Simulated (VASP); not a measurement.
# MnS (Pm-3m) in VASP: single point with LDA

Aim: the single point of MnS with LDA.

Program: VASP 6.6.1. These are calculated values, not measurements. Logs are shortened: lines on timing, memory, paths and dates and some standing lists are left out, and cuts for length are marked.

## 1. The cell of the first run

The structure is cubic, space group Pm-3m (No. 221). Conventional cell: a = 3.099 Å, b = 3.099 Å, c = 3.099 Å, α = 90.00°, β = 90.00°, γ = 90.00°. Within 3.5 Å of Mn (site symmetry m-3m) lie 8 S at 2.68 Å and 6 Mn at 3.10 Å. S (site symmetry m-3m) has 8 Mn at 2.68 Å and 6 S at 3.10 Å within 3.5 Å.

## 2. Single point, LDA, collinear spin, ferromagnetic start

The input, INCAR:

```
  PREC = Accurate
  ENCUT = 520
  EDIFF = 1E-7
  ISMEAR = 0
  SIGMA = 0.05
  LREAL = F
  LASPH = T
  NELM = 150
  ALGO = Normal
  ISIF = 2
  LWAVE = F
  LCHARG = F
  ISPIN = 2
  MAGMOM = 2.8 0
  LORBIT = 11
  LMAXMIX = 4
  GGA = CA
  NBANDS = 20
```

The input, KPOINTS:

```
Automatic mesh
0
Gamma
  10 10 10
```

The input, POSCAR:

```
MnS
1.0
    3.0990400000      0.0000000000      0.0000000000
    0.0000000000      3.0990400000      0.0000000000
    0.0000000000      0.0000000000      3.0990400000
Mn S
1 1
Direct
    0.5000000000      0.5000000000      0.5000000000
    0.0000000000      0.0000000000      0.0000000000
```

Potentials or basis: VASP PAW LDA potentials, release 64 (Mn_pv, S).

Launch:

```bash
cat potpaw_LDA.64/Mn_pv/POTCAR potpaw_LDA.64/S/POTCAR > POTCAR
mpirun -np 1 vasp_std > vasp.out
```

OUTCAR:

```text
PREC = Accurate
   ENCUT = 520
   EDIFF = 1E-7
   ISMEAR = 0
   LREAL = F
   LASPH = T
   NELM = 150
   ISIF = 2
   ISPIN = 2
   LORBIT = 11
   GGA = CA

 ion  position               nearest neighbor table
   1  0.500  0.500  0.500-   2 2.68   2 2.68   2 2.68   2 2.68   2 2.68   2 2.68   2 2.68   2 2.68

   2  0.000  0.000  0.000-   1 2.68   1 2.68   1 2.68   1 2.68   1 2.68   1 2.68   1 2.68   1 2.68

  LATTYP: Found a simple cubic cell.
 ALAT       =     3.0990400000

  Lattice vectors:

 A1 = (   3.0990400000,   0.0000000000,   0.0000000000)
 A2 = (   0.0000000000,   3.0990400000,   0.0000000000)
 A3 = (   0.0000000000,   0.0000000000,   3.0990400000)

Analysis of symmetry for initial positions (statically):
=====================================================================
 Subroutine PRICEL returns:
 Original cell was already a primitive cell.

 Routine SETGRP: Setting up the symmetry group for a
 simple cubic supercell.

 Subroutine GETGRP returns: Found 48 space group operations
 (whereof 48 operations were pure point group operations)
 out of a pool of 48 trial point group operations.

The static configuration has the point symmetry O_h .

Analysis of symmetry for dynamics (positions and initial velocities):
=====================================================================
 Subroutine PRICEL returns:
 Original cell was already a primitive cell.

 Routine SETGRP: Setting up the symmetry group for a
 simple cubic supercell.

 Subroutine GETGRP returns: Found 48 space group operations
 (whereof 48 operations were pure point group operations)
 out of a pool of 48 trial point group operations.

The dynamic configuration has the point symmetry O_h .

Analysis of structural, dynamic, and magnetic symmetry:
=====================================================================
 Subroutine PRICEL returns:
 Original cell was already a primitive cell.

 Routine SETGRP: Setting up the symmetry group for a
 simple cubic supercell.

 Subroutine GETGRP returns: Found 48 space group operations
 (whereof 48 operations were pure point group operations)
 out of a pool of 48 trial point group operations.

The overall configuration has the point symmetry O_h .

 Subroutine INISYM returns: Found 48 space group operations
 (whereof 48 operations are pure point group operations),
 and found     1 'primitive' translations

[... 115 lines left out ...]
  volume/ion in A,a.u.               =      14.88       100.43
  Fermi-wavevector in a.u.,A,eV,Ry     =   1.409610  2.663776 27.034766  1.986999
  Thomas-Fermi vector in A             =   2.531648
   LORBIT       =     11    0 simple, 1 ext, 2 COOP (PROOUT), +10 PAW based schemes
   GGA     = CA    functional components
   LHFCALC =     F    Hartree Fock is set to
   AEXX    =    0.0000 exact exchange contribution
   IVDW    =     0    specifies the selected vdW correction
   LEPSILON=     F    determine dielectric tensor
   LRPA    =     F    only Hartree local field effects (RPA)
 spin polarized calculation
 Gauss-broadening in eV      SIGMA  =   0.05
  energy-cutoff  :      520.00
  volume of cell :       29.76
 maximum number of plane-waves:       840
 NGX is ok and might be reduce to    24
   NGX = 11   NGY = 11   NGZ = 11

 number of electron      18.9999973 magnetization       3.1820868

 Free energy of the ion-electron system (eV)
  ---------------------------------------------------
  ext. energy  EPLUGINS =         0.00000000
  ---------------------------------------------------
  free energy    TOTEN  =       -14.51344534 eV

  energy without entropy =      -14.51196645  energy(sigma->0) =      -14.51270589

 E-fermi :   8.1642     XC(G=0): -11.9683

 val. band max:        8.1475148905   @ k =   0.5000   0.5000   0.3000
 cond. band min:       8.1709243139   @ k =   0.5000   0.4000   0.3000
 fundamental gap:      0.0234094235
 Fermi energy:         8.1642351575

 spin component 1

 k-point     1 :       0.0000    0.0000    0.0000
  band No.  band energies     occupation
      1     -40.9593      1.00000
      2     -40.9593      1.00000
      3     -40.9593      1.00000
      4      -7.2516      1.00000
      5       4.9659      1.00000
      6       4.9659      1.00000
[... 541 lines left out ...]
     19      23.7823      0.00000
     20      24.7475      0.00000

 [... further k-points ...]

 spin component 2

 k-point     1 :       0.0000    0.0000    0.0000
  band No.  band energies     occupation
      1     -37.8598      1.00000
      2     -37.8598      1.00000
      3     -37.8598      1.00000
      4      -7.2122      1.00000
      5       6.4223      1.00000
      6       6.4223      1.00000
[... 541 lines left out ...]
     19      24.1845      0.00000
     20      25.4293      0.00000

 [... further k-points ...]

------------------------ aborting loop because EDIFF is reached ----------------------------------------

  FORCE on cell =-STRESS in cart. coord.  units (eV):
  Direction    XX          YY          ZZ          XY          YZ          ZX
  --------------------------------------------------------------------------------------
  -------------------------------------------------------------------------------------
  Total       -3.4739721     -3.4739721     -3.4739721      0.0000000     -0.0000000      0.0000000
  in kB     -187.0059222   -187.0059222   -187.0059222      0.0000000     -0.0000000      0.0000000
  external PRESSURE =    -187.0059222 kB  Pullay stress =       0.0000000 kB

 VOLUME and BASIS-vectors are now :
 -----------------------------------------------------------------------------
  energy-cutoff  :      520.00
  volume of cell :       29.76
      direct lattice vectors                 reciprocal lattice vectors
     3.099040000  0.000000000  0.000000000     0.322680572  0.000000000  0.000000000
     0.000000000  3.099040000  0.000000000     0.000000000  0.322680572  0.000000000
     0.000000000  0.000000000  3.099040000     0.000000000  0.000000000  0.322680572

 POSITION                                       TOTAL-FORCE (eV/Angst)
 -----------------------------------------------------------------------------------
      1.54952      1.54952      1.54952         0.000000      0.000000      0.000000
      0.00000      0.00000      0.00000         0.000000      0.000000      0.000000
 -----------------------------------------------------------------------------------
    total drift:                                0.000000      0.000000     -0.000000

  FREE ENERGIE OF THE ION-ELECTRON SYSTEM (eV)
  ---------------------------------------------------
  free  energy   TOTEN  =       -14.5134453373 eV

  energy  without entropy=      -14.5119664520  energy(sigma->0) =      -14.51270589

 total charge

# of ion       s       p       d       tot
------------------------------------------
    1        0.215   6.164   5.076  11.456
    2        1.372   2.235   0.000   3.608
--------------------------------------------------
tot          1.588   8.400   5.076  15.064

 magnetization (x)

# of ion       s       p       d       tot
------------------------------------------
    1        0.013   0.022   3.120   3.154
    2        0.025  -0.118   0.000  -0.093
--------------------------------------------------
tot          0.038  -0.097   3.120   3.061
```

stdout:

```text
POSCAR found type information on POSCAR MnS
 POSCAR found :  2 types and       2 ions
 scaLAPACK will be used
 LDA part: xc-table for (Slater(with rela. corr.)+CA(PZ))
 , standard interpolation
 POSCAR, INCAR and KPOINTS ok, starting setup
 FFT: planning ... GRIDC
 FFT: planning ... GRID_SOFT
 FFT: planning ... GRID
 WAVECAR not read
 entering main loop
```

Run time: 56 s. Hardware: 1 thread of Intel Xeon 8259CL, shared host; peak memory 0.17 GiB.

Results:

| Item | Value |
| --- | --- |
| Free energy | -14.5134 eV |
| Pressure | -18.7 GPa |
| Net moment | 3.18 μB per cell |
| Site moments | Mn +3.15; S -0.09 μB |
| Valence electrons inside the program's atomic spheres | Mn 11.46; S 3.61 |

Caveat: the cell stands under tension; a cell with one magnetic atom can't hold antiferromagnetic order, which such compounds often take; semilocal functionals often make such compounds metallic where correlation or magnetic order opens a gap, which also shifts bond lengths.
